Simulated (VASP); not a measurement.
# CaO (Fm-3m) in VASP: a series of runs

Aim: see how the results for CaO move with the level of theory and the settings. Levels: PBE, r2SCAN. Tasks: single point.

All numbers are computed with VASP 6.6.1; they aren't measurements. Logs are shortened: lines on timing, memory, paths and dates and some standing lists are left out, and cuts for length are marked.

## (1) The cell of the first run

The structure is cubic, space group Fm-3m (No. 225). Conventional cell: a = 4.795 Å, b = 4.795 Å, c = 4.795 Å, α = 90.00°, β = 90.00°, γ = 90.00°. Within 3.2 Å of Ca (site symmetry m-3m) lie 6 O at 2.40 Å. O (site symmetry m-3m) has 6 Ca at 2.40 Å within 3.2 Å.

## (2) Single point, PBE

File INCAR:

```
SYSTEM = CaO
PREC     = Accurate       ! precision mode
ENCUT    = 520            ! plane-wave cutoff, eV
EDIFF    = 1E-6           ! SCF threshold, eV
ISMEAR   = 0              ! smearing method
SIGMA    = 0.01           ! smearing width, eV
LREAL    = .False.        ! projectors in reciprocal space
LASPH    = .True.         ! aspherical terms in the spheres
NELM     = 80             ! most SCF steps
ALGO     = Normal         ! electronic algorithm
ISIF     = 2              ! what is computed and relaxed
LWAVE    = .False.        ! write WAVECAR
LCHARG   = .True.         ! write CHGCAR
GGA      = PE             ! functional
LELF     = .True.         ! ELF
LVHAR    = .True.       
NBANDS   = 15             ! bands
```

File KPOINTS:

```
Automatic mesh
0
Gamma
  6 6 6
  0 0 0
```

File POSCAR:

```
CaO
1.0
    0.0000000000      2.3975501136      2.3975501136
    2.3975501136      0.0000000000      2.3975501136
    2.3975501136      2.3975501136      0.0000000000
Ca O
1 1
Direct
    0.0000000000      0.0000000000      0.0000000000
    0.5000000000      0.5000000000      0.5000000000
```

Potentials or basis: VASP PAW PBE potentials, release 64 (Ca_sv, O).

Command:

```
> cat potpaw_PBE.64/Ca_sv/POTCAR potpaw_PBE.64/O/POTCAR > POTCAR
> mpirun -np 1 vasp_std > vasp.out
```

OUTCAR:

```text
SYSTEM = CaO
   PREC = Accurate
   ENCUT = 520
   EDIFF = 1E-6
   ISMEAR = 0
   LREAL = .False.
   LASPH = .True.
   NELM = 80
   ISIF = 2
   GGA = PE

 ion  position               nearest neighbor table
   1  0.000  0.000  0.000-   2 2.40   2 2.40   2 2.40   2 2.40   2 2.40   2 2.40
   2  0.500  0.500  0.500-   1 2.40   1 2.40   1 2.40   1 2.40   1 2.40   1 2.40

  LATTYP: Found a face centered cubic cell.
 ALAT       =     4.7951002272

  Lattice vectors:

 A1 = (   0.0000000000,   2.3975501136,   2.3975501136)
 A2 = (   2.3975501136,   0.0000000000,   2.3975501136)
 A3 = (   2.3975501136,   2.3975501136,   0.0000000000)

Analysis of symmetry for initial positions (statically):
=====================================================================
 Subroutine PRICEL returns:
 Original cell was already a primitive cell.

 Routine SETGRP: Setting up the symmetry group for a
 face centered cubic supercell.

 Subroutine GETGRP returns: Found 48 space group operations
 (whereof 48 operations were pure point group operations)
 out of a pool of 48 trial point group operations.

The static configuration has the point symmetry O_h .

Analysis of symmetry for dynamics (positions and initial velocities):
=====================================================================
 Subroutine PRICEL returns:
 Original cell was already a primitive cell.

 Routine SETGRP: Setting up the symmetry group for a
 face centered cubic supercell.

 Subroutine GETGRP returns: Found 48 space group operations
 (whereof 48 operations were pure point group operations)
 out of a pool of 48 trial point group operations.

The dynamic configuration has the point symmetry O_h .

 Subroutine INISYM returns: Found 48 space group operations
 (whereof 48 operations are pure point group operations),
 and found     1 'primitive' translations

----------------------------------------------------------------------------------------

                                     Primitive cell

  volume of cell :      27.5634

  direct lattice vectors                    reciprocal lattice vectors
     0.000000000  2.397550114  2.397550114    -0.208546214  0.208546214  0.208546214
     2.397550114  0.000000000  2.397550114     0.208546214 -0.208546214  0.208546214
     2.397550114  2.397550114  0.000000000     0.208546214  0.208546214 -0.208546214

  length of vectors
     3.390647887  3.390647887  3.390647887     0.361212639  0.361212639  0.361212639

  position of ions in fractional coordinates (direct lattice)
     0.000000000  0.000000000  0.000000000
     0.500000000  0.500000000  0.500000000

  ion indices of the primitive-cell ions
   primitive index   ion index
                 1           1
                 2           2

----------------------------------------------------------------------------------------

 KPOINTS: Automatic mesh

Automatic generation of k-mesh.
 Grid dimensions read from file:
 generate k-points for:    6    6    6

 Generating k-lattice:

  Cartesian coordinates                     Fractional coordinates (reciprocal lattice)
    -0.034757702  0.034757702  0.034757702     0.166666667  0.000000000  0.000000000
     0.034757702 -0.034757702  0.034757702     0.000000000  0.166666667  0.000000000
     0.034757702  0.034757702 -0.034757702     0.000000000  0.000000000  0.166666667

  Length of vectors
     0.060202107  0.060202107  0.060202107

  Shift w.r.t. Gamma in fractional coordinates (k-lattice)
     0.000000000  0.000000000  0.000000000

 Subroutine IBZKPT returns following result:
 ===========================================

 Found     16 irreducible k-points:

 Following reciprocal coordinates:
            Coordinates               Weight
  0.000000  0.000000  0.000000      1.000000
  0.166667  0.000000  0.000000      8.000000
  0.333333  0.000000  0.000000      8.000000
  0.500000  0.000000  0.000000      4.000000
  0.166667  0.166667  0.000000      6.000000
  0.333333  0.166667  0.000000     24.000000
[... 8 lines left out ...]
 -0.333333  0.333333  0.166667     24.000000
 -0.333333  0.500000  0.166667     12.000000
   k-points           NKPTS =     16   k-points in BZ     NKDIM =     16   number of bands    NBANDS=     15
   number of dos      NEDOS =    301   number of ions     NIONS =      2
   total plane-waves  NPLWV =  21952
   dimension x,y,z NGX =    28 NGY =   28 NGZ =   28
   dimension x,y,z NGXF=    56 NGYF=   56 NGZF=   56
   ions per type =               1   1
   NGX,Y,Z   is equivalent  to a cutoff of  13.73, 13.73, 13.73 a.u.
   NGXF,Y,Z  is equivalent  to a cutoff of  27.46, 27.46, 27.46 a.u.
 SYSTEM =  CaO
   PREC   = accura    normal or accurate (medium, high low for compatibility)
   ISTART =      0    job   : 0-new  1-cont  2-samecut
   ICHARG =      2    charge: 1-file 2-atom 10-const
   ISPIN  =      1    spin polarized calculation?
   LNONCOLLINEAR =      F non collinear calculations
   LSORBIT =      F    spin-orbit coupling
   LASPH  =      T    aspherical Exc in radial PAW
   ENCUT  =  520.0 eV  38.22 Ry    6.18 a.u.   6.30  6.30  6.30*2*pi/ulx,y,z
   NELM   =     80;   NELMIN=  2; NELMDL= -5     # of ELM steps
   EDIFF  = 0.1E-05   stopping-criterion for ELM
   LREAL  =      F    real-space projection
   EDIFFG = 0.1E-04   stopping-criterion for IOM
   NSW    =      0    number of steps for IOM
   IBRION =     -1    ionic relax: 0-MD 1-quasi-New 2-CG
   NFREE  =      0    steps in history (QN), initial steepest desc. (CG)
   ISIF   =      2    stress and relaxation
   ISYM   =      2    0-nonsym 1-usesym 2-fastsym
   POTIM  = 0.5000    time-step for ionic-motion
   TEBEG  =    0.0;   TEEND  =   0.0 temperature during run
   PSTRESS=    0.0 pullay stress
   NELECT =      16.0000    total number of electrons
   NUPDOWN=      -1.0000    fix difference up-down
   EMIN   =  10.00;   EMAX   =-10.00  energy-range for DOS
   EFERMI =   0.00;   METHOD = LEGACY
   ISMEAR =     0;   SIGMA  =   0.01  broadening in eV -4-tet -1-fermi 0-gaus
   EFERMI_NEDOS =   21; number of points for ismear=-14 and -15
   IALGO  =     38    algorithm
   IMIX   =      4    mixing-type and parameters
     AMIX     =   0.40;   BMIX     =  1.00
     AMIX_MAG =   1.60;   BMIX_MAG =  1.00
  volume/ion in A,a.u.               =      13.78        93.00
  Fermi-wavevector in a.u.,A,eV,Ry     =   1.365643  2.580691 25.374598  1.864980
  Thomas-Fermi vector in A             =   2.491853
   LORBIT       =      0    0 simple, 1 ext, 2 COOP (PROOUT), +10 PAW based schemes
   GGA     = PE    functional components
   LHFCALC =     F    Hartree Fock is set to
   AEXX    =    0.0000 exact exchange contribution
   IVDW    =     0    specifies the selected vdW correction
   LEPSILON=     F    determine dielectric tensor
   LRPA    =     F    only Hartree local field effects (RPA)
 non-spin polarized calculation
 Gauss-broadening in eV      SIGMA  =   0.01
  energy-cutoff  :      520.00
  volume of cell :       27.56
 maximum number of plane-waves:       754
 NGX is ok and might be reduce to    28
   NGX = 13   NGY = 13   NGZ = 13

 number of electron      15.9999997 magnetization

 Free energy of the ion-electron system (eV)
  ---------------------------------------------------
  ext. energy  EPLUGINS =         0.00000000
  ---------------------------------------------------
  free energy    TOTEN  =       -12.79763599 eV

  energy without entropy =      -12.79763599  energy(sigma->0) =      -12.79763599

 E-fermi :   2.5638     XC(G=0): -10.5097

 val. band max:        2.3907950853   @ k =   0.0000   0.0000   0.0000
 cond. band min:       6.0236000792   @ k =   0.5000   0.5000   0.0000
 fundamental gap:      3.6328049939
 Fermi energy:         2.5637966371

 k-point     1 :       0.0000    0.0000    0.0000
  band No.  band energies     occupation
      1     -35.2181      2.00000
      2     -15.9768      2.00000
      3     -15.9768      2.00000
      4     -15.9768      2.00000
      5     -13.1552      2.00000
      6       2.3908      2.00000
      7       2.3908      2.00000
      8       2.3908      2.00000
      9       7.1612      0.00000
     10       8.6329      0.00000
     11       8.6329      0.00000
     12       8.6329      0.00000
     13      10.1489      0.00000
     14      10.1489      0.00000
     15      17.5070      0.00000

 k-point     2 :       0.1667    0.0000    0.0000
  band No.  band energies     occupation
      1     -35.1917      2.00000
      2     -16.3344      2.00000
      3     -15.9906      2.00000
      4     -15.9906      2.00000
      5     -12.7801      2.00000
      6       1.5283      2.00000
      7       2.0361      2.00000
      8       2.0361      2.00000
      9       8.2657      0.00000
     10       8.6180      0.00000
     11       9.0953      0.00000
     12       9.0953      0.00000
     13      10.7816      0.00000
     14      10.7816      0.00000
     15      18.3713      0.00000

 k-point     3 :       0.3333    0.0000    0.0000
  band No.  band energies     occupation
      1     -35.1386      2.00000
      2     -16.8898      2.00000
      3     -16.0180      2.00000
      4     -16.0180      2.00000
      5     -12.1847      2.00000
      6       0.2621      2.00000
      7       1.4358      2.00000
      8       1.4358      2.00000
      9       8.9518      0.00000
     10      10.1571      0.00000
     11      10.1571      0.00000
     12      10.1961      0.00000
     13      12.0848      0.00000
     14      12.0848      0.00000
     15      17.6833      0.00000
[... 199 lines left out ...]
 k-point    15 :      -0.3333    0.3333    0.1667
  band No.  band energies     occupation
      1     -35.0874      2.00000
      2     -16.7353      2.00000
      3     -16.3135      2.00000
      4     -16.1753      2.00000
      5     -12.3641      2.00000
      6       0.6607      2.00000
      7       1.2947      2.00000
      8       1.3749      2.00000
      9       8.9497      0.00000
     10       8.9551      0.00000
     11      11.1141      0.00000
     12      11.5310      0.00000
     13      12.5365      0.00000
     14      15.3567      0.00000
     15      16.1981      0.00000

 k-point    16 :      -0.3333    0.5000    0.1667
  band No.  band energies     occupation
      1     -35.0795      2.00000
      2     -16.4991      2.00000
      3     -16.3699      2.00000
      4     -16.3076      2.00000
      5     -12.6124      2.00000
      6       1.1806      2.00000
      7       1.3089      2.00000
      8       1.5813      2.00000
      9       7.4236      0.00000
     10      10.0932      0.00000
     11      10.7770      0.00000
     12      11.9762      0.00000
     13      12.1394      0.00000
     14      15.3882      0.00000
     15      16.1372      0.00000

------------------------ aborting loop because EDIFF is reached ----------------------------------------

  FORCE on cell =-STRESS in cart. coord.  units (eV):
  Direction    XX          YY          ZZ          XY          YZ          ZX
  --------------------------------------------------------------------------------------
  -------------------------------------------------------------------------------------
  Total        0.5254660      0.5254660      0.5254660     -0.0000000     -0.0000000      0.0000000
  in kB       30.5437364     30.5437364     30.5437364     -0.0000000     -0.0000000      0.0000000
  external PRESSURE =      30.5437364 kB  Pullay stress =       0.0000000 kB

 VOLUME and BASIS-vectors are now :
 -----------------------------------------------------------------------------
  energy-cutoff  :      520.00
  volume of cell :       27.56
      direct lattice vectors                 reciprocal lattice vectors
     0.000000000  2.397550114  2.397550114    -0.208546214  0.208546214  0.208546214
     2.397550114  0.000000000  2.397550114     0.208546214 -0.208546214  0.208546214
     2.397550114  2.397550114  0.000000000     0.208546214  0.208546214 -0.208546214

 POSITION                                       TOTAL-FORCE (eV/Angst)
 -----------------------------------------------------------------------------------
      0.00000      0.00000      0.00000         0.000000      0.000000      0.000000
      2.39755      2.39755      2.39755        -0.000000     -0.000000     -0.000000
 -----------------------------------------------------------------------------------
    total drift:                                0.000000      0.000000      0.000000

  FREE ENERGIE OF THE ION-ELECTRON SYSTEM (eV)
  ---------------------------------------------------
  free  energy   TOTEN  =       -12.7976359934 eV

  energy  without entropy=      -12.7976359934  energy(sigma->0) =      -12.79763599
```

Wall time 9.3 s (1 thread of AMD EPYC 7R43 (Zen 3), shared host); peak memory 0.12 GiB.

Results:

| Property | Result |
| --- | --- |
| Free energy | -12.7976 eV |
| Pressure | 3.1 GPa |
| Band gap on the k mesh | 3.63 eV, indirect (least direct gap 4.01 eV) |

Levels at points of the mesh, in eV from the valence-band top:
| k point | band 6 | band 7 | band 8 | band 9 | band 10 | band 11 |
| --- | --- | --- | --- | --- | --- | --- |
| (0.00, 0.00, 0.00) | 0.00 | 0.00 | 0.00 | 4.77 | 6.24 | 6.24 |
| (0.50, 0.00, 0.00) | -2.66 | -1.22 | -1.22 | 7.08 | 8.39 | 8.39 |
| (0.50, 0.50, 0.00) | -1.30 | -0.37 | -0.37 | 3.63 | 8.10 | 8.93 |

[end of part 1 of 2]
